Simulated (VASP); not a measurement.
# Ru in VASP: further runs

Ru is run at these levels: PBE; tasks: single point.

Everything below comes from runs of VASP 6.6.1. Logs are shortened: lines on timing, memory, paths and dates and some standing lists are left out, and cuts for length are marked.

## Step 1: The cell of the first run

The cell holds a slab with vacuum, 3 atoms: a = 2.720 Å, b = 2.720 Å, c = 19.297 Å, α = 90.00°, β = 90.00°, γ = 120.00°.

## Step 2: Single point, PBE

Input file INCAR:

```
SYSTEM = Ru
PREC = Accurate
ENCUT = 520
EDIFF = 1E-7
ISMEAR = 0
SIGMA = 0.1
LREAL = .FALSE.
LASPH = .TRUE.
NELM = 60
ALGO = Normal
ISIF = 2
LWAVE = .FALSE.
LCHARG = .FALSE.
LDIPOL = .TRUE.
IDIPOL = 3
DIPOL = 0.5 0.5 0.500
GGA = PE
NBANDS = 28
```

Input file KPOINTS:

```
regular mesh
0
G
  15 15 1
  0 0 0
```

Input file POSCAR:

```
Ru
1.0
    2.7200250912      0.0000000000      0.0000000000
   -1.3600125456      2.3556108279      0.0000000000
    0.0000000000      0.0000000000     19.2967694965
Ru
3
Direct
    0.3333333333      0.6666666667      0.3886660926
    0.6666666667      0.3333333333      0.5000000000
    0.3333333333      0.6666666667      0.6113339074
```

Potentials or basis: VASP PAW PBE potentials, release 64 (Ru_pv).

Run with:

```bash
$ cat potpaw_PBE.64/Ru_pv/POTCAR > POTCAR
$ mpirun -np 1 vasp_std > vasp.out
```

OUTCAR:

```text
SYSTEM = Ru
   PREC = Accurate
   ENCUT = 520
   EDIFF = 1E-7
   ISMEAR = 0
   LREAL = .FALSE.
   LASPH = .TRUE.
   NELM = 60
   ISIF = 2
   GGA = PE

 ion  position               nearest neighbor table
   1  0.333  0.667  0.389-   2 2.66   2 2.66   2 2.66
   2  0.667  0.333  0.500-   1 2.66   3 2.66   1 2.66   3 2.66   1 2.66   3 2.66
   3  0.333  0.667  0.611-   2 2.66   2 2.66   2 2.66

  LATTYP: Found a hexagonal cell.
 ALAT       =     2.7200250912
 C/A-ratio  =     7.0943351070

  Lattice vectors:

 A1 = (   2.7200250912,   0.0000000000,   0.0000000000)
 A2 = (  -1.3600125456,   2.3556108279,   0.0000000000)
 A3 = (   0.0000000000,   0.0000000000,  19.2967694965)

Analysis of symmetry for initial positions (statically):
=====================================================================
 Subroutine PRICEL returns:
 Original cell was already a primitive cell.

 Routine SETGRP: Setting up the symmetry group for a
 hexagonal supercell.

 Subroutine GETGRP returns: Found 12 space group operations
 (whereof 12 operations were pure point group operations)
 out of a pool of 24 trial point group operations.

The static configuration has the point symmetry D_3h.

Analysis of symmetry for dynamics (positions and initial velocities):
=====================================================================
 Subroutine PRICEL returns:
 Original cell was already a primitive cell.

 Routine SETGRP: Setting up the symmetry group for a
 hexagonal supercell.

 Subroutine GETGRP returns: Found 12 space group operations
 (whereof 12 operations were pure point group operations)
 out of a pool of 24 trial point group operations.

The dynamic configuration has the point symmetry D_3h.

 Subroutine INISYM returns: Found 12 space group operations
 (whereof 12 operations are pure point group operations),
 and found     1 'primitive' translations

----------------------------------------------------------------------------------------

                                     Primitive cell

  volume of cell :     123.6406

  direct lattice vectors                    reciprocal lattice vectors
     2.720025091  0.000000000  0.000000000     0.367643667  0.212259170  0.000000000
    -1.360012546  2.355610828  0.000000000     0.000000000  0.424518341  0.000000000
     0.000000000  0.000000000 19.296769497     0.000000000  0.000000000  0.051822146

  length of vectors
     2.720025091  2.720025091 19.296769497     0.424518341  0.424518341  0.051822146

  position of ions in fractional coordinates (direct lattice)
     0.333333333  0.666666667  0.388666093
     0.666666667  0.333333333  0.500000000
     0.333333333  0.666666667  0.611333907

  ion indices of the primitive-cell ions
   primitive index   ion index
                 1           1
                 2           2
                 3           3

----------------------------------------------------------------------------------------

 KPOINTS: regular mesh

Automatic generation of k-mesh.
 Grid dimensions read from file:
 generate k-points for:   15   15    1

 Generating k-lattice:

  Cartesian coordinates                     Fractional coordinates (reciprocal lattice)
     0.024509578  0.014150611  0.000000000     0.066666667 -0.000000000  0.000000000
     0.000000000  0.028301223  0.000000000     0.000000000  0.066666667  0.000000000
     0.000000000  0.000000000  0.051822146     0.000000000  0.000000000  1.000000000

  Length of vectors
     0.028301223  0.028301223  0.051822146

  Shift w.r.t. Gamma in fractional coordinates (k-lattice)
     0.000000000  0.000000000  0.000000000

 Subroutine IBZKPT returns following result:
 ===========================================

 Found     27 irreducible k-points:

 Following reciprocal coordinates:
            Coordinates               Weight
  0.000000  0.000000  0.000000      1.000000
  0.066667 -0.000000  0.000000      6.000000
  0.133333  0.000000  0.000000      6.000000
  0.200000  0.000000  0.000000      6.000000
  0.266667  0.000000  0.000000      6.000000
  0.333333  0.000000  0.000000      6.000000
[... 16 lines left out ...]
  0.333333  0.200000  0.000000     12.000000
  0.400000  0.200000  0.000000      6.000000
 [... further k-points ...]
   k-points           NKPTS =     27   k-points in BZ     NKDIM =     27   number of bands    NBANDS=     28
   number of dos      NEDOS =    301   number of ions     NIONS =      3
   total plane-waves  NPLWV =  57600
   dimension x,y,z NGX =    20 NGY =   20 NGZ =  144
   dimension x,y,z NGXF=    40 NGYF=   40 NGZF=  288
   ions per type =               3
   NGX,Y,Z   is equivalent  to a cutoff of  12.22, 12.22, 12.41 a.u.
   NGXF,Y,Z  is equivalent  to a cutoff of  24.45, 24.45, 24.81 a.u.
 SYSTEM =  Ru
   PREC   = accura    normal or accurate (medium, high low for compatibility)
   ISTART =      0    job   : 0-new  1-cont  2-samecut
   ICHARG =      2    charge: 1-file 2-atom 10-const
   ISPIN  =      1    spin polarized calculation?
   LNONCOLLINEAR =      F non collinear calculations
   LSORBIT =      F    spin-orbit coupling
   LASPH  =      T    aspherical Exc in radial PAW
   ENCUT  =  520.0 eV  38.22 Ry    6.18 a.u.   5.06  5.06 35.88*2*pi/ulx,y,z
   NELM   =     60;   NELMIN=  2; NELMDL= -5     # of ELM steps
   EDIFF  = 0.1E-06   stopping-criterion for ELM
   LREAL  =      F    real-space projection
   EDIFFG = 0.1E-05   stopping-criterion for IOM
   NSW    =      0    number of steps for IOM
   IBRION =     -1    ionic relax: 0-MD 1-quasi-New 2-CG
   NFREE  =      0    steps in history (QN), initial steepest desc. (CG)
   ISIF   =      2    stress and relaxation
   ISYM   =      2    0-nonsym 1-usesym 2-fastsym
   POTIM  = 0.5000    time-step for ionic-motion
   TEBEG  =    0.0;   TEEND  =   0.0 temperature during run
   PSTRESS=    0.0 pullay stress
   NELECT =      42.0000    total number of electrons
   NUPDOWN=      -1.0000    fix difference up-down
   EMIN   =  10.00;   EMAX   =-10.00  energy-range for DOS
   EFERMI =   0.00;   METHOD = LEGACY
   ISMEAR =     0;   SIGMA  =   0.10  broadening in eV -4-tet -1-fermi 0-gaus
   EFERMI_NEDOS =   21; number of points for ismear=-14 and -15
   IALGO  =     38    algorithm
   IMIX   =      4    mixing-type and parameters
     AMIX     =   0.40;   BMIX     =  1.00
     AMIX_MAG =   1.60;   BMIX_MAG =  1.00
  volume/ion in A,a.u.               =      41.21       278.12
  Fermi-wavevector in a.u.,A,eV,Ry     =   1.142276  2.158588 17.752795  1.304794
  Thomas-Fermi vector in A             =   2.278974
   LORBIT       =      0    0 simple, 1 ext, 2 COOP (PROOUT), +10 PAW based schemes
   GGA     = PE    functional components
   LHFCALC =     F    Hartree Fock is set to
   AEXX    =    0.0000 exact exchange contribution
   IVDW    =     0    specifies the selected vdW correction
   LEPSILON=     F    determine dielectric tensor
   LRPA    =     F    only Hartree local field effects (RPA)
 non-spin polarized calculation
 Gauss-broadening in eV      SIGMA  =   0.10
  energy-cutoff  :      520.00
  volume of cell :      123.64
 maximum number of plane-waves:      3357
   NGX = 11   NGY = 11   NGZ = 71

 dipolmoment           0.000000      0.000000     -0.000000 electrons x Angstroem

 number of electron      42.0000017 magnetization

 dipolmoment           0.000000      0.000000      0.000000 electrons x Angstroem

 Free energy of the ion-electron system (eV)
  ---------------------------------------------------
  ext. energy  EPLUGINS =         0.00000000
  ---------------------------------------------------
  free energy    TOTEN  =       -25.61354898 eV

  energy without entropy =      -25.60342116  energy(sigma->0) =      -25.60848507

 E-fermi :   0.9779     XC(G=0):  -5.7515

 val. band max:        0.9643124861   @ k =   0.2667   0.0000   0.0000
 cond. band min:       1.0330773793   @ k =   0.2667   0.2667   0.0000
 fundamental gap:      0.0687648932
 Fermi energy:         0.9778838207

 k-point     1 :       0.0000    0.0000    0.0000
  band No.  band energies     occupation
      1     -42.5613      2.00000
      2     -41.9586      2.00000
      3     -41.9586      2.00000
      4     -41.8203      2.00000
      5     -41.6129      2.00000
      6     -41.3482      2.00000
[... 20 lines left out ...]
     27       2.0309      0.00000
     28       2.0309      0.00000

 k-point     2 :       0.0667   -0.0000    0.0000
  band No.  band energies     occupation
      1     -42.5526      2.00000
      2     -42.0018      2.00000
      3     -41.9663      2.00000
      4     -41.8037      2.00000
      5     -41.6169      2.00000
      6     -41.3756      2.00000
[... 20 lines left out ...]
     27       2.0615      0.00000
     28       3.1214      0.00000

 k-point     3 :       0.1333    0.0000    0.0000
  band No.  band energies     occupation
      1     -42.5281      2.00000
      2     -42.1050      2.00000
      3     -41.9880      2.00000
      4     -41.7753      2.00000
      5     -41.6307      2.00000
      6     -41.4603      2.00000
[... 20 lines left out ...]
     27       2.5277      0.00000
     28       4.2452      0.00000

 k-point     4 :       0.2000    0.0000    0.0000
  band No.  band energies     occupation
      1     -42.4930      2.00000
      2     -42.2417      2.00000
      3     -42.0198      2.00000
      4     -41.7479      2.00000
      5     -41.6650      2.00000
      6     -41.5860      2.00000
[... 20 lines left out ...]
     27       3.2453      0.00000
     28       5.3289      0.00000

 k-point     5 :       0.2667    0.0000    0.0000
  band No.  band energies     occupation
      1     -42.4555      2.00000
      2     -42.3909      2.00000
      3     -42.0561      2.00000
      4     -41.7440      2.00000
      5     -41.7418      2.00000
      6     -41.7066      2.00000
[... 20 lines left out ...]
     27       4.0148      0.00000
     28       6.3833      0.00000

 k-point     6 :       0.3333    0.0000    0.0000
  band No.  band energies     occupation
      1     -42.5293      2.00000
      2     -42.4266      2.00000
      3     -42.0906      2.00000
      4     -41.8677      2.00000
      5     -41.8325      2.00000
      6     -41.6948      2.00000
[... 463 lines left out ...]
      5     -41.8085      2.00000
      6     -41.6823      2.00000
[... 20 lines left out ...]
     27       5.3453      0.00000
     28       7.8342      0.00000

 k-point    22 :       0.2667    0.2000    0.0000
  band No.  band energies     occupation
      1     -42.5614      2.00000
      2     -42.3914      2.00000
      3     -42.2446      2.00000
      4     -41.8926      2.00000
      5     -41.8467      2.00000
      6     -41.6817      2.00000
[... 20 lines left out ...]
     27       6.4809      0.00000
     28       8.9565      0.00000

 k-point    23 :       0.3333    0.2000    0.0000
  band No.  band energies     occupation
      1     -42.6024      2.00000
      2     -42.3791      2.00000
      3     -42.2900      2.00000
      4     -41.9331      2.00000
      5     -41.8684      2.00000
      6     -41.6991      2.00000
[... 20 lines left out ...]
     27       7.5815      0.00000
     28       9.6790      0.00000

 k-point    24 :       0.4000    0.2000    0.0000
  band No.  band energies     occupation
      1     -42.6164      2.00000
      2     -42.3753      2.00000
      3     -42.3062      2.00000
      4     -41.9472      2.00000
      5     -41.8754      2.00000
      6     -41.7040      2.00000
[... 20 lines left out ...]
     27       7.6012      0.00000
     28       9.2820      0.00000

 [... further k-points ...]

------------------------ aborting loop because EDIFF is reached ----------------------------------------

 vacuum level on the upper side and lower side of the slab       (xc-potential included)        -0.099        -0.099

  FORCE on cell =-STRESS in cart. coord.  units (eV):
  Direction    XX          YY          ZZ          XY          YZ          ZX
  --------------------------------------------------------------------------------------
  -------------------------------------------------------------------------------------
  Total       -3.5930051     -3.5930051     -4.1136234      0.0000000      0.0000000      0.0000000
  in kB      -46.5593983    -46.5593983    -53.3057494      0.0000000      0.0000000      0.0000000
  external PRESSURE =     -48.8081820 kB  Pullay stress =       0.0000000 kB

 VOLUME and BASIS-vectors are now :
 -----------------------------------------------------------------------------
  energy-cutoff  :      520.00
  volume of cell :      123.64
      direct lattice vectors                 reciprocal lattice vectors
     2.720025091  0.000000000  0.000000000     0.367643667  0.212259170  0.000000000
    -1.360012546  2.355610828  0.000000000     0.000000000  0.424518341  0.000000000
     0.000000000  0.000000000 19.296769497     0.000000000  0.000000000  0.051822146

 POSITION                                       TOTAL-FORCE (eV/Angst)
 -----------------------------------------------------------------------------------
     -0.00000      1.57041      7.50000         0.000000     -0.000000      0.949991
      1.36001      0.78520      9.64838         0.000000     -0.000000      0.000000
     -0.00000      1.57041     11.79677        -0.000000      0.000000     -0.949991
 -----------------------------------------------------------------------------------
    total drift:                                0.000000     -0.000000     -0.000000

  FREE ENERGIE OF THE ION-ELECTRON SYSTEM (eV)
  ---------------------------------------------------
  free  energy   TOTEN  =       -25.6135489812 eV

  energy  without entropy=      -25.6034211550  energy(sigma->0) =      -25.60848507

 vacuum level on the upper side and lower side of the slab         5.858         5.858
```

Wall time 3.5 min (1 thread of AMD EPYC 7R43 (Zen 3), shared host); peak memory 0.22 GiB.

What came out:

```yaml
Free_energy: -25.6135 eV
Largest_force: 0.950 eV/Å
Band_gap_on_the_k_mesh: zero (band 21 reaches 2.05 eV, above the bottom of band 22 at 0.07 eV)
```

Forces in eV/Å, atoms in the order of the input:
```
Ru   0.000  0.000  0.950
Ru   0.000  0.000  0.000
Ru   0.000  0.000 -0.950
```

(Continued in part 2 of 2.)
